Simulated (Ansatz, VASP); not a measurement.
**One calculation of BN, two programs**

```xyz
8
Lattice="2.5062 0.0000 0.0000 -1.2531 2.1704 0.0000 0.0000 0.0000 8.2373" Properties=species:S:1:pos:R:3 pbc="T T T"
B     0.0000    0.0000    0.0031
B     0.0000    1.4470    2.0569
B     0.0000    0.0000    4.1217
B     1.2531    0.7235    6.1755
N     0.0000    0.0000    1.5405
N     0.0000    1.4470    3.6072
N     0.0000    0.0000    5.6591
N     1.2531    0.7235    7.7259
```

Alike in both runs: task single point; functional PBE; k mesh 9 × 9 × 4; no spin polarisation.

|  | VASP | Ansatz |
| --- | --- | --- |
| version | VASP 6.6.1 | Ansatz 0.2.0 |
| potentials or method | VASP PAW PBE potentials, release 64 (B, N) | plane waves, PAW |
| plane-wave cutoff (eV) | 520 | 420 |
| occupations | gaussian, width 0.01 eV | fixed |
| valence electrons in the cell | 32 | 32 |

|  | VASP | Ansatz | Ansatz less VASP |
| --- | --- | --- | --- |
| gap on the k mesh at the Fermi level (eV) | 5.75 | 5.76 | +0.010 |
| pressure (GPa) | 26.3 | 25.8 | -0.44 |
| traceless stress, the component that is largest in VASP (GPa) | 0.06 | 0.07 | +0.012 |
| rms of the force components (eV/Å) | 0.014 | 0.014 | -0.0005 |

Atom by atom the forces differ by 0.001 eV/Å (rms over components).
